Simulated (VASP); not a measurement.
# Bi (Im-3m) in VASP: a series of runs, part 2 of 2

VASP 6.6.1. The steps go on from the part before.

## Step 3: Single point, LDA

The input, INCAR:

```
  PREC = Accurate
  ENCUT = 520
  EDIFF = 1E-7
  ISMEAR = 0
  SIGMA = 0.05
  LREAL = F
  LASPH = T
  NELM = 60
  ALGO = Normal
  ISIF = 2
  LWAVE = F
  LCHARG = T
  LELF = T
  LVHAR = T
  NBANDS = 14
```

The input, KPOINTS:

```
Automatic mesh
0
Gamma
  9 9 9
```

The input, POSCAR:

```
Bi
1.0
    3.4319383500      0.0000000000      0.0000000000
   -1.1439794497      3.2356625066      0.0000000000
   -1.1439794497     -1.6178312528      2.8021659291
Bi
1
Direct
    0.0000000000      0.0000000000      0.0000000000
```

Potentials or basis: VASP PAW LDA potentials, release 64 (Bi_d).

Launch:

```bash
$ cat potpaw_LDA.64/Bi_d/POTCAR > POTCAR
$ mpirun -np 1 vasp_std > vasp.out
```

OUTCAR:

```text
PREC = Accurate
   ENCUT = 520
   EDIFF = 1E-7
   ISMEAR = 0
   LREAL = F
   LASPH = T
   NELM = 60
   ISIF = 2

 ion  position               nearest neighbor table
   1  0.000  0.000  0.000-

  LATTYP: Found a body centered cubic cell.
 ALAT       =     3.9628610604

  Lattice vectors:

 A1 = (   3.4319383500,   0.0000000000,   0.0000000000)
 A2 = (  -1.1439794497,   3.2356625066,   0.0000000000)
 A3 = (  -1.1439794497,  -1.6178312528,   2.8021659291)

Analysis of symmetry for initial positions (statically):
=====================================================================
 Subroutine PRICEL returns:
 Original cell was already a primitive cell.

 Routine SETGRP: Setting up the symmetry group for a
 body centered cubic supercell.

 Subroutine GETGRP returns: Found 48 space group operations
[... 9 lines left out ...]

 Routine SETGRP: Setting up the symmetry group for a
 body centered cubic supercell.

 Subroutine GETGRP returns: Found 48 space group operations
[... 11 lines left out ...]
                                     Primitive cell

  volume of cell :      31.1169

  direct lattice vectors                    reciprocal lattice vectors
[... 138 lines left out ...]
 fundamental gap:      0.0306947877
 Fermi energy:         7.6755016780

 k-point     1 :       0.0000    0.0000    0.0000
  band No.  band energies     occupation
      1     -15.2939      2.00000
      2     -15.2939      2.00000
      3     -15.2939      2.00000
      4     -15.1634      2.00000
      5     -15.1634      2.00000
      6      -5.8570      2.00000
      7      12.7227      0.00000
      8      12.7227      0.00000
      9      12.7227      0.00000
     10      16.9039      0.00000
     11      18.1962      0.00000
     12      18.1962      0.00000
     13      18.1962      0.00000
     14      19.3926      0.00000
[... 377 lines left out ...]
      1     -15.2831      2.00000
      2     -15.2482      2.00000
      3     -15.2045      2.00000
      4     -15.1681      2.00000
      5     -15.0930      2.00000
      6      -2.4012      2.00000
      7       3.3113      2.00000
      8       6.8209      2.00000
      9      10.2762      0.00000
     10      15.1099      0.00000
     11      16.5677      0.00000
     12      17.6205      0.00000
     13      19.0936      0.00000
     14      25.3583      0.00000

 [... further k-points ...]
[... 5 lines left out ...]
  --------------------------------------------------------------------------------------
  -------------------------------------------------------------------------------------
  Total       -0.6330122     -0.6330122     -0.6330122     -0.0000000     -0.0000000     -0.0000000
  in kB      -32.5931324    -32.5931324    -32.5931324     -0.0000000     -0.0000000     -0.0000000
  external PRESSURE =     -32.5931324 kB  Pullay stress =       0.0000000 kB

 VOLUME and BASIS-vectors are now :
 -----------------------------------------------------------------------------
  energy-cutoff  :      520.00
  volume of cell :       31.12
      direct lattice vectors                 reciprocal lattice vectors
     3.431938350  0.000000000  0.000000000     0.291380526  0.103018573  0.178433402
    -1.143979450  3.235662507  0.000000000     0.000000000  0.309055718  0.178433402
    -1.143979450 -1.617831253  2.802165929     0.000000000  0.000000000  0.356866804

 POSITION                                       TOTAL-FORCE (eV/Angst)
 -----------------------------------------------------------------------------------
      0.00000      0.00000      0.00000        -0.000000      0.000000      0.000000
 -----------------------------------------------------------------------------------
    total drift:                                0.000000      0.000000      0.000000

  FREE ENERGIE OF THE ION-ELECTRON SYSTEM (eV)
  ---------------------------------------------------
  free  energy   TOTEN  =        -4.4617657163 eV

  energy  without entropy=       -4.4604866347  energy(sigma->0) =       -4.46112618
```

OSZICAR:

```text
N       E                     dE             d eps       ncg     rms          rms(c)
DAV:   1     0.114062176138E+03    0.11406E+03   -0.76241E+03   998   0.122E+03
DAV:   2     0.215510064394E+01   -0.11191E+03   -0.10799E+03  1070   0.338E+02
DAV:   3    -0.431029092482E+01   -0.64654E+01   -0.64448E+01  1264   0.789E+01
DAV:   4    -0.446334660987E+01   -0.15306E+00   -0.15301E+00  1238   0.130E+01
DAV:   5    -0.447013530352E+01   -0.67887E-02   -0.67884E-02  1374   0.252E+00    0.470E-01
DAV:   6    -0.446376690692E+01    0.63684E-02   -0.89664E-03  1342   0.125E+00    0.272E-01
DAV:   7    -0.446184392212E+01    0.19230E-02   -0.47241E-03  1310   0.938E-01    0.745E-02
DAV:   8    -0.446176665403E+01    0.77268E-04   -0.45957E-04  1282   0.335E-01    0.108E-02
DAV:   9    -0.446176541321E+01    0.12408E-05   -0.11630E-05  1460   0.462E-02    0.518E-03
DAV:  10    -0.446176572343E+01   -0.31022E-06   -0.11417E-06  1482   0.108E-02    0.540E-04
DAV:  11    -0.446176571628E+01    0.71511E-08   -0.41164E-08   904   0.318E-03
   1 F= -.44617657E+01 E0= -.44611262E+01  d E =-.127908E-02
```

It took 28 s on 1 thread of AMD EPYC 7R13, shared host; peak memory 0.11 GiB.

What came out:

- Free energy: -4.4618 eV
- Pressure: -3.3 GPa

Levels at points of the mesh, in eV from the Fermi level:
| k point | band 5 | band 6 | band 7 | band 8 | band 9 | band 10 |
| --- | --- | --- | --- | --- | --- | --- |
| (0.00, 0.00, 0.00) | -22.84 | -13.53 | 5.05 | 5.05 | 5.05 | 9.23 |

Caveat: spin-orbit coupling is left out, which moves the levels of the heavy elements.

## Step 4: Single point, LDA, non-collinear spin, zero start, spin-orbit coupling (volume scaled by 1.15)

The input, INCAR:

```
SYSTEM = Bi
PREC     = Accurate       ! precision mode
ENCUT    = 520            ! plane-wave cutoff, eV
EDIFF    = 1E-7           ! SCF threshold, eV
ISMEAR   = 0              ! smearing method
SIGMA    = 0.05           ! smearing width, eV
LREAL    = .False.        ! projectors in reciprocal space
LASPH    = .True.         ! aspherical terms in the spheres
NELM     = 150            ! most SCF steps
ALGO     = Fast           ! electronic algorithm
ISIF     = 2              ! what is computed and relaxed
LWAVE    = .False.        ! write WAVECAR
LCHARG   = .False.        ! write CHGCAR
MAGMOM   = 0 0 0          ! initial moments
LORBIT   = 11             ! projections on sites
LSORBIT  = .True.         ! spin-orbit coupling
GGA_COMPAT= .False.      
LORBMOM  = .True.       
NBANDS   = 26             ! bands
```

The input, KPOINTS:

```
Automatic mesh
0
Gamma
  7 7 7
  0 0 0
```

The input, POSCAR:

```
Bi
1.0
   -2.0759240700      2.0759240700      2.0759240700
    2.0759240700     -2.0759240700      2.0759240700
    2.0759240700      2.0759240700     -2.0759240700
Bi
1
Direct
    0.0000000000      0.0000000000      0.0000000000
```

Potentials or basis: VASP PAW LDA potentials, release 64 (Bi_d).

Launch:

```bash
$ cat potpaw_LDA.64/Bi_d/POTCAR > POTCAR
$ mpirun -np 1 vasp_ncl > vasp.out
```

OUTCAR:

```text
SYSTEM = Bi
   PREC = Accurate
   ENCUT = 520
   EDIFF = 1E-7
   ISMEAR = 0
   LREAL = .False.
   LASPH = .True.
   NELM = 150
   ISIF = 2
   LORBIT = 11
   LSORBIT = .True.

 ion  position               nearest neighbor table
   1  0.000  0.000  0.000-

  LATTYP: Found a body centered cubic cell.
 ALAT       =     4.1518481400

  Lattice vectors:

 A1 = (  -2.0759240700,   2.0759240700,   2.0759240700)
 A2 = (   2.0759240700,  -2.0759240700,   2.0759240700)
 A3 = (   2.0759240700,   2.0759240700,  -2.0759240700)

Analysis of symmetry for initial positions (statically):
=====================================================================
 Subroutine PRICEL returns:
 Original cell was already a primitive cell.

 Routine SETGRP: Setting up the symmetry group for a
 body centered cubic supercell.

 Subroutine GETGRP returns: Found 48 space group operations
[... 9 lines left out ...]

 Routine SETGRP: Setting up the symmetry group for a
 body centered cubic supercell.

 Subroutine GETGRP returns: Found 48 space group operations
 (whereof 48 operations were pure point group operations)
 out of a pool of 48 trial point group operations.

The dynamic configuration has the point symmetry O_h .

Analysis of structural, dynamic, and magnetic symmetry:
=====================================================================
 Subroutine PRICEL returns:
 Original cell was already a primitive cell.

 Routine SETGRP: Setting up the symmetry group for a
 body centered cubic supercell.

 Subroutine GETGRP returns: Found 48 space group operations
 (whereof 48 operations were pure point group operations)
 out of a pool of 48 trial point group operations.

The overall configuration has the point symmetry O_h .

 Subroutine INISYM returns: Found 48 space group operations
[... 5 lines left out ...]
                                     Primitive cell

  volume of cell :      35.7845

  direct lattice vectors                    reciprocal lattice vectors
    -2.075924070  2.075924070  2.075924070     0.000000000  0.240856594  0.240856594
     2.075924070 -2.075924070  2.075924070     0.240856594  0.000000000  0.240856594
     2.075924070  2.075924070 -2.075924070     0.240856594  0.240856594  0.000000000

  length of vectors
     3.595605962  3.595605962  3.595605962     0.340622661  0.340622661  0.340622661

  position of ions in fractional coordinates (direct lattice)
     0.000000000  0.000000000  0.000000000

  ion indices of the primitive-cell ions
   primitive index   ion index
                 1           1

----------------------------------------------------------------------------------------

 KPOINTS: Automatic mesh

Automatic generation of k-mesh.
 Grid dimensions read from file:
 generate k-points for:    7    7    7

 Generating k-lattice:

  Cartesian coordinates                     Fractional coordinates (reciprocal lattice)
     0.000000000  0.034408085  0.034408085     0.142857143  0.000000000  0.000000000
     0.034408085  0.000000000  0.034408085     0.000000000  0.142857143  0.000000000
     0.034408085  0.034408085  0.000000000     0.000000000  0.000000000  0.142857143

  Length of vectors
[... 75 lines left out ...]
   GGA     = CA    functional components
   LHFCALC =     F    Hartree Fock is set to
   AEXX    =    0.0000 exact exchange contribution
   IVDW    =     0    specifies the selected vdW correction
   LEPSILON=     F    determine dielectric tensor
   LRPA    =     F    only Hartree local field effects (RPA)
 RMM-DIIS sequential band-by-band and
 Gauss-broadening in eV      SIGMA  =   0.05
  energy-cutoff  :      520.00
  volume of cell :       35.78
 maximum number of plane-waves:      1952
   NGX = 13   NGY = 13   NGZ = 13

 number of electron      15.0000000 magnetization       0.0000000      0.0000000      0.0000000

 number of electron      14.9999993 magnetization      -0.0000000     -0.0000000     -0.0000000

 number of electron      14.9999993 magnetization      -0.0000000      0.0000000      0.0000000

 number of electron      14.9999993 magnetization      -0.0000000      0.0000000     -0.0000000

 Free energy of the ion-electron system (eV)
  ---------------------------------------------------
  ext. energy  EPLUGINS =         0.00000000
  ---------------------------------------------------
  free energy    TOTEN  =        -5.14855928 eV

  energy without entropy =       -5.14688952  energy(sigma->0) =       -5.14772440

 E-fermi :   6.2519     XC(G=0):  -9.8540

 val. band max:        5.8726447292   @ k =  -0.2857   0.2857   0.2857
 cond. band min:       6.2758215611   @ k =  -0.1429   0.1429   0.1429
 fundamental gap:      0.4031768319
 Fermi energy:         6.2518849526

 k-point     1 :       0.0000    0.0000    0.0000
  band No.  band energies     occupation
      1     -18.3813      1.00000
      2     -18.3813      1.00000
      3     -18.3813      1.00000
      4     -18.3813      1.00000
      5     -15.4455      1.00000
      6     -15.4455      1.00000
[... 569 lines left out ...]
     25      20.5977      0.00000
     26      20.6029      0.00000

------------------------ aborting loop because EDIFF is reached ----------------------------------------

  FORCE on cell =-STRESS in cart. coord.  units (eV):
  Direction    XX          YY          ZZ          XY          YZ          ZX
  --------------------------------------------------------------------------------------
  -------------------------------------------------------------------------------------
  Total       -1.4425555     -1.4425555     -1.4425555      0.0000000      0.0000000     -0.0000000
  in kB      -64.5875391    -64.5875391    -64.5875391      0.0000000      0.0000000     -0.0000000
  external PRESSURE =     -64.5875391 kB  Pullay stress =       0.0000000 kB

 VOLUME and BASIS-vectors are now :
 -----------------------------------------------------------------------------
  energy-cutoff  :      520.00
  volume of cell :       35.78
      direct lattice vectors                 reciprocal lattice vectors
    -2.075924070  2.075924070  2.075924070     0.000000000  0.240856594  0.240856594
     2.075924070 -2.075924070  2.075924070     0.240856594  0.000000000  0.240856594
     2.075924070  2.075924070 -2.075924070     0.240856594  0.240856594  0.000000000

 POSITION                                       TOTAL-FORCE (eV/Angst)
 -----------------------------------------------------------------------------------
      0.00000      0.00000      0.00000        -0.000000      0.000000      0.000000
 -----------------------------------------------------------------------------------
    total drift:                                0.000000      0.000000      0.000000

  FREE ENERGIE OF THE ION-ELECTRON SYSTEM (eV)
  ---------------------------------------------------
  free  energy   TOTEN  =        -5.1485592781 eV

  energy  without entropy=       -5.1468895195  energy(sigma->0) =       -5.14772440

 orbital moment (x)

 # of ion     p       d       tot
 ----------------------------------------
  1         0.000   0.000   0.000
 ----------------------------------------
            0.000   0.000   0.000

 orbital moment (y)

 # of ion     p       d       tot
 ----------------------------------------
  1         0.000  -0.000  -0.000
 ----------------------------------------
            0.000  -0.000  -0.000

 orbital moment (z)

 # of ion     p       d       tot
 ----------------------------------------
  1         0.000   0.000   0.000
 ----------------------------------------
            0.000   0.000   0.000

 Spin-Orbit-Coupling matrix elements

 Ion:    1  E_soc:     -1.8550889
 l=   1
     0.0000000    -0.2419809    -0.2419809
    -0.2419809     0.0000000    -0.2419809
    -0.2419809    -0.2419809     0.0000000
 l=   2
     0.0000000    -0.0134906     0.0000000    -0.0134906    -0.0537100
    -0.0134906     0.0000000    -0.0402825    -0.0134906    -0.0134275
     0.0000000    -0.0402825     0.0000000    -0.0402825     0.0000000
    -0.0134906    -0.0134906    -0.0402825     0.0000000    -0.0134275
    -0.0537100    -0.0134275     0.0000000    -0.0134275     0.0000000
 l=   3
     0.0000000     0.0000000     0.0000000     0.0000000     0.0000000     0.0000000     0.0000000
     0.0000000     0.0000000     0.0000000     0.0000000     0.0000000     0.0000000     0.0000000
     0.0000000     0.0000000     0.0000000     0.0000000     0.0000000     0.0000000     0.0000000
     0.0000000     0.0000000     0.0000000     0.0000000     0.0000000     0.0000000     0.0000000
     0.0000000     0.0000000     0.0000000     0.0000000     0.0000000     0.0000000     0.0000000
     0.0000000     0.0000000     0.0000000     0.0000000     0.0000000     0.0000000     0.0000000
     0.0000000     0.0000000     0.0000000     0.0000000     0.0000000     0.0000000     0.0000000

 total charge

# of ion       s       p       d       tot
------------------------------------------
    1        1.546   1.237   9.905  12.689

 magnetization (x)

# of ion       s       p       d       tot
------------------------------------------
    1        0.000   0.000   0.000   0.000

 magnetization (y)

# of ion       s       p       d       tot
------------------------------------------
    1       -0.000  -0.000  -0.000  -0.000

 magnetization (z)

# of ion       s       p       d       tot
------------------------------------------
    1        0.000  -0.000  -0.000   0.000
```

Run time: 79 s. Hardware: 1 thread of AMD EPYC 7R13, shared host; peak memory 0.18 GiB.

What came out:

* Free energy: -5.1486 eV
* Pressure: -6.5 GPa
* Net moment: 0.00 μB per cell
* Valence electrons inside the program's atomic spheres: Bi 12.69

Moments on the atoms (μB; x, y, z):
```
Bi  0.00 0.00 0.00
```

Caveat: the cell differs from its parent crystal (volume scaled by 1.15).

## Step 5: Single point, RPBE+D3(BJ)

This run uses another cell than the first one, of 22.51 Å³/atom, 0.724 times its volume.

The input, INCAR:

```
SYSTEM = Bi
PREC = Accurate
ENCUT = 520
EDIFF = 1E-6
ISMEAR = -1
SIGMA = 0.05
LREAL = .False.
LASPH = .True.
NELM = 80
ALGO = Normal
ISIF = 2
LWAVE = .False.
LCHARG = .False.
GGA = RP
IVDW = 12
NBANDS = 14
```

The input, KPOINTS:

```
Automatic mesh
0
Gamma
  9 9 9
  0 0 0
```

The input, POSCAR:

```
Bi
1.0
   -1.7788054420      1.7788054420      1.7788054420
    1.7788054420     -1.7788054420      1.7788054420
    1.7788054420      1.7788054420     -1.7788054420
Bi
1
Direct
    0.0000000000      0.0000000000      0.0000000000
```

Potentials or basis: VASP PAW PBE potentials, release 64 (Bi_d).

Launch:

```bash
$ cat potpaw_PBE.64/Bi_d/POTCAR > POTCAR
$ mpirun -np 1 vasp_std > vasp.out
```

Wall time 10 s (1 thread of Intel Xeon Platinum 8488C (Sapphire Rapids), shared host); peak memory 0.15 GiB.

It converged, with:

```
Free energy                : -6.7909 eV
Pressure                   : -0.1 GPa
Dispersion energy per atom : -4.307 eV
```

Levels at points of the mesh, in eV from the Fermi level:
```
           k point  band 4  band 5  band 6  band 7  band 8  band 9  band 10  band 11
(0.00, 0.00, 0.00)  -23.43  -23.43  -16.52    7.75    7.75    7.75    10.06    10.06
```

Caveat: the PAW data sets were made with another functional, which shifts forces and pressure a little; spin-orbit coupling is left out, which moves the levels of the heavy elements; pairwise dispersion overbinds metals, which lowers pressure and volume.

## Step 6: Summary

| level | potentials or basis | spin | cell | k mesh | smearing | gap on the mesh (eV) | pressure (GPa) | moment (μB) |
| --- | --- | --- | --- | --- | --- | --- | --- | --- |
| PBE+D3(BJ) | VASP PAW PBE potentials, release 64 (Bi_d) | collinear, ferromagnetic start | a = 3.432 Å, angles 109.5°, 1 atom | 9 × 9 × 9 | tetrahedron | none | -1.6 | 0.00 |
| LDA | VASP PAW LDA potentials, release 64 (Bi_d) | off | a = 3.432 Å, angles 109.5°, 1 atom | 9 × 9 × 9 | gaussian 0.05 eV | none | -3.3 | - |
| LDA | VASP PAW LDA potentials, release 64 (Bi_d) | non-collinear, zero start, SOC | a = 3.596 Å, angles 109.5°, 1 atom | 7 × 7 × 7 | gaussian 0.05 eV | - | -6.5 | 0.00 |
| RPBE+D3(BJ) | VASP PAW PBE potentials, release 64 (Bi_d) | off | a = 3.081 Å, angles 109.5°, 1 atom | 9 × 9 × 9 | fermi-dirac 0.05 eV | none | -0.1 | - |

Alike in all rows: task single point; cutoff (eV) 520.

Caveats: spin-orbit coupling is left out, which moves the levels of the heavy elements (some runs); pairwise dispersion overbinds metals, which lowers pressure and volume (some runs); the PAW data sets were made with another functional, which shifts forces and pressure a little (some runs).

Absolute energies hang on the potentials; compare differences alone.
